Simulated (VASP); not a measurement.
# Li (Im-3m) in VASP: relaxation of cell and atoms with LDA

Aim: the relaxation of cell and atoms of Li with LDA.

Program: VASP 6.6.1. These are calculated values, not measurements. Logs are shortened: lines on timing, memory, paths and dates and some standing lists are left out, and cuts for length are marked.

### 1 The cell of the first run

It takes space group Im-3m (No. 229, cubic). Conventional cell: a = 3.450 Å, b = 3.450 Å, c = 3.450 Å, α = 90.00°, β = 90.00°, γ = 90.00°. Li (site symmetry m-3m) has 14 Li at 2.99 to 3.45 Å within 3.9 Å.

### 2 Relaxation of cell and atoms, LDA

Input file INCAR:

```
PREC = Accurate ; ENCUT = 600
EDIFF = 1E-6 ; ISMEAR = 1
SIGMA = 0.1 ; LREAL = F
LASPH = T ; NELM = 80
ALGO = Normal ; ISIF = 3
LWAVE = F ; LCHARG = F
IBRION = 2 ; NSW = 80
EDIFFG = -0.005
```

Input file KPOINTS:

```
regular mesh
0
Gamma
  20 20 20
```

Input file POSCAR:

```
Li
1.0
    3.4500000000      0.0000000000      0.0000000000
    0.0000000000      3.4500000000      0.0000000000
    0.0000000000      0.0000000000      3.4500000000
Li
2
Direct
    0.0000000000      0.0000000000      0.0000000000
    0.5000000000      0.5000000000      0.5000000000
```

Potentials or basis: VASP PAW LDA potentials, release 64 (Li_sv).

Run with:

```bash
cat potpaw_LDA.64/Li_sv/POTCAR > POTCAR
mpirun -np 1 vasp_std > vasp.out
```

OUTCAR:

```text
PREC = Accurate
   ENCUT = 600
   EDIFF = 1E-6
   ISMEAR = 1
   LREAL = F
   LASPH = T
   NELM = 80
   ISIF = 3
   IBRION = 2
   NSW = 80
   EDIFFG = -0.005

 ion  position               nearest neighbor table
   1  0.000  0.000  0.000-
   2  0.500  0.500  0.500-

  LATTYP: Found a simple cubic cell.
 ALAT       =     3.4500000000

  Lattice vectors:

 A1 = (   3.4500000000,   0.0000000000,   0.0000000000)
 A2 = (   0.0000000000,   3.4500000000,   0.0000000000)
 A3 = (   0.0000000000,   0.0000000000,   3.4500000000)

Analysis of symmetry for initial positions (statically):
=====================================================================
 Subroutine PRICEL returns following result:

  LATTYP: Found a body centered cubic cell.
 ALAT       =     3.4500000000

  Lattice vectors:

 A1 = (   1.7250000000,   1.7250000000,  -1.7250000000)
 A2 = (  -1.7250000000,   1.7250000000,   1.7250000000)
 A3 = (   1.7250000000,  -1.7250000000,   1.7250000000)

   2 primitive cells build up your supercell.

 Routine SETGRP: Setting up the symmetry group for a
 simple cubic supercell.

 Subroutine GETGRP returns: Found 48 space group operations
 (whereof 48 operations were pure point group operations)
 out of a pool of 48 trial point group operations.

The static configuration has the point symmetry O_h .

Analysis of symmetry for dynamics (positions and initial velocities):
=====================================================================
 Subroutine PRICEL returns following result:

  LATTYP: Found a body centered cubic cell.
 ALAT       =     3.4500000000

  Lattice vectors:

 A1 = (   1.7250000000,   1.7250000000,  -1.7250000000)
 A2 = (  -1.7250000000,   1.7250000000,   1.7250000000)
 A3 = (   1.7250000000,  -1.7250000000,   1.7250000000)

   2 primitive cells build up your supercell.

 Routine SETGRP: Setting up the symmetry group for a
 simple cubic supercell.

 Subroutine GETGRP returns: Found 48 space group operations
 (whereof 48 operations were pure point group operations)
 out of a pool of 48 trial point group operations.

The dynamic configuration has the point symmetry O_h .

 Subroutine INISYM returns: Found 48 space group operations
 (whereof 48 operations are pure point group operations),
 and found     2 'primitive' translations

[... 96 lines left out ...]
   IBRION =      2    ionic relax: 0-MD 1-quasi-New 2-CG
   NFREE  =      1    steps in history (QN), initial steepest desc. (CG)
   ISIF   =      3    stress and relaxation
   ISYM   =      2    0-nonsym 1-usesym 2-fastsym
   POTIM  = 0.5000    time-step for ionic-motion
   TEBEG  =    0.0;   TEEND  =   0.0 temperature during run
   PSTRESS=    0.0 pullay stress
   NELECT =       6.0000    total number of electrons
   NUPDOWN=      -1.0000    fix difference up-down
   EMIN   =  10.00;   EMAX   =-10.00  energy-range for DOS
   EFERMI =   0.00;   METHOD = LEGACY
   ISMEAR =     1;   SIGMA  =   0.10  broadening in eV -4-tet -1-fermi 0-gaus
   EFERMI_NEDOS =   21; number of points for ismear=-14 and -15
   IALGO  =     38    algorithm
   IMIX   =      4    mixing-type and parameters
     AMIX     =   0.40;   BMIX     =  1.00
     AMIX_MAG =   1.60;   BMIX_MAG =  1.00
  volume/ion in A,a.u.               =      20.53       138.56
  Fermi-wavevector in a.u.,A,eV,Ry     =   0.862262  1.629440 10.115885  0.743497
  Thomas-Fermi vector in A             =   1.980039
   LORBIT       =      0    0 simple, 1 ext, 2 COOP (PROOUT), +10 PAW based schemes
   GGA     = CA    functional components
   LHFCALC =     F    Hartree Fock is set to
   AEXX    =    0.0000 exact exchange contribution
   IVDW    =     0    specifies the selected vdW correction
   LEPSILON=     F    determine dielectric tensor
   LRPA    =     F    only Hartree local field effects (RPA)
 conjugate gradient relaxation of ions
 non-spin polarized calculation
 Methfessel and Paxton  Order N= 1 SIGMA  =   0.10
  energy-cutoff  :      600.00
  volume of cell :       41.06
 maximum number of plane-waves:      1406
 NGX is ok and might be reduce to    28
   NGX = 13   NGY = 13   NGZ = 13

--------------------------------------- Ionic step        1  -------------------------------------------

 number of electron       6.0000008 magnetization

 Free energy of the ion-electron system (eV)
  ---------------------------------------------------
  ext. energy  EPLUGINS =         0.00000000
  ---------------------------------------------------
  free energy    TOTEN  =        -4.07758875 eV

  energy without entropy =       -4.07710003  energy(sigma->0) =       -4.07742584

------------------------ aborting loop because EDIFF is reached ----------------------------------------

  FORCE on cell =-STRESS in cart. coord.  units (eV):
  Direction    XX          YY          ZZ          XY          YZ          ZX
  --------------------------------------------------------------------------------------
  -------------------------------------------------------------------------------------
  Total       -0.2937022     -0.2937022     -0.2937022      0.0000000     -0.0000000      0.0000000
  in kB      -11.4593631    -11.4593631    -11.4593631      0.0000000     -0.0000000      0.0000000
  external PRESSURE =     -11.4593631 kB  Pullay stress =       0.0000000 kB
[... 95 lines left out ...]
--------------------------------------- Ionic step        4  -------------------------------------------

 number of electron       5.9999978 magnetization

 Free energy of the ion-electron system (eV)
  ---------------------------------------------------
  ext. energy  EPLUGINS =         0.00000000
  ---------------------------------------------------
  free energy    TOTEN  =        -4.09131227 eV

  energy without entropy =       -4.09086528  energy(sigma->0) =       -4.09116328

 E-fermi :   0.8618     XC(G=0):  -7.3473

 val. band max:        0.8442634795   @ k =   0.4000   0.0500   0.0500
 cond. band min:       0.8623302102   @ k =   0.4000   0.4000   0.2500
 fundamental gap:      0.0180667307
 Fermi energy:         0.8617806560

 k-point     1 :       0.0000    0.0000    0.0000
  band No.  band energies     occupation
      1     -44.6623      2.00000
      2     -44.6133      2.00000
      3      -2.7619      2.00000
      4       6.5524      0.00000
      5       6.5524      0.00000
      6       6.5524      0.00000
      7       9.0430      0.00000
[... 221 lines left out ...]
 k-point    24 :       0.2000    0.1000    0.0000
  band No.  band energies     occupation
      1     -44.6556      2.00000
      2     -44.6180      2.00000
      3      -2.2839      2.00000
      4       3.7006      0.00000
      5       6.1403      0.00000
      6       7.1938      0.00000
      7      10.5993      0.00000

 [... further k-points ...]
[... 5 lines left out ...]
  --------------------------------------------------------------------------------------
  -------------------------------------------------------------------------------------
  Total        0.0050957      0.0050957      0.0050957      0.0000000      0.0000000     -0.0000000
  in kB        0.2180474      0.2180474      0.2180474      0.0000000      0.0000000     -0.0000000
  external PRESSURE =       0.2180474 kB  Pullay stress =       0.0000000 kB
[... 17 lines left out ...]
  FREE ENERGIE OF THE ION-ELECTRON SYSTEM (eV)
  ---------------------------------------------------
  free  energy   TOTEN  =        -4.0913122748 eV

  energy  without entropy=       -4.0908652811  energy(sigma->0) =       -4.09116328

 reached required accuracy - stopping structural energy minimisation
```

OSZICAR:

```text
N       E                     dE             d eps       ncg     rms          rms(c)
DAV:   1     0.492284955161E+01    0.49228E+01   -0.27592E+03  4004   0.843E+02
[... 26 lines left out ...]
       N       E                     dE             d eps       ncg     rms          rms(c)
DAV:   1    -0.409363079118E+01   -0.29952E-02   -0.79298E-02  6643   0.304E+00    0.572E-01
DAV:   2    -0.409225957212E+01    0.13712E-02   -0.59408E-03  4193   0.791E-01    0.359E-01
DAV:   3    -0.409135899285E+01    0.90058E-03   -0.35980E-03  7784   0.374E-01    0.874E-02
DAV:   4    -0.409130679331E+01    0.52200E-04   -0.13262E-04  5047   0.141E-01    0.152E-02
DAV:   5    -0.409131259462E+01   -0.58013E-05   -0.38741E-05  6055   0.536E-02    0.543E-03
DAV:   6    -0.409131227478E+01    0.31984E-06   -0.87712E-07  2345   0.139E-02
   4 F= -.40913123E+01 E0= -.40911633E+01  d E =-.137235E-01
```

Run time: 1.7 min. Hardware: 1 thread of Oxide Virtual Turin-like, shared host; peak memory 0.16 GiB.

Results:

* Free energy: -4.0913 eV
* Relaxed volume: 18.72 Å³/atom
* Relaxed cell: a = 3.345 Å, b = 3.345 Å, c = 3.345 Å, α = 90.00°, β = 90.00°, γ = 90.00°
* Space group after relaxing (to 0.1 Å): Im-3m (No. 229)
* Energy gained by relaxing: 6.9 meV/atom
* Ionic steps: 4
* Pressure after relaxing: 0.0 GPa
* Band gap on the k mesh: zero (bands 3 and 4 overlap by 4.66 eV)

The path:
| step | energy change (eV) | largest force (eV/Å) | pressure (GPa) | volume (Å³) |
| --- | --- | --- | --- | --- |
| 1 | 0.0000 | 0.0000 | -1.15 | 41.06 |
| 2 | -0.0056 | 0.0000 | -0.92 | 40.20 |
| 3 | -0.0130 | 0.0000 | -0.29 | 38.25 |
| 4 | -0.0137 | 0.0000 | 0.02 | 37.44 |

Final structure:
```
Li
1.0
     3.34544    0.00000    0.00000
     0.00000    3.34544    0.00000
     0.00000    0.00000    3.34544
Li
2
Cartesian
  0.0000 0.0000 0.0000
  1.6727 1.6727 1.6727
```

Levels at points of the mesh, in eV from the Fermi level:
| k point | band 1 | band 2 | band 3 | band 4 | band 5 | band 6 |
| --- | --- | --- | --- | --- | --- | --- |
| (0.00, 0.00, 0.00) | -45.52 | -45.48 | -3.62 | 5.69 | 5.69 | 5.69 |
| (0.50, 0.00, 0.00) | -45.50 | -45.50 | -1.17 | -1.17 | 8.86 | 8.86 |
| (0.50, 0.50, 0.00) | -45.49 | -45.49 | 0.18 | 0.18 | 3.54 | 3.54 |
| (0.50, 0.50, 0.50) | -45.49 | -45.49 | 3.48 | 3.48 | 3.48 | 3.48 |

Caveat: the cutoff is under 1.25 times the usual one of these potentials, so pressure, stress and relaxed cells hold a basis-set (Pulay) error.
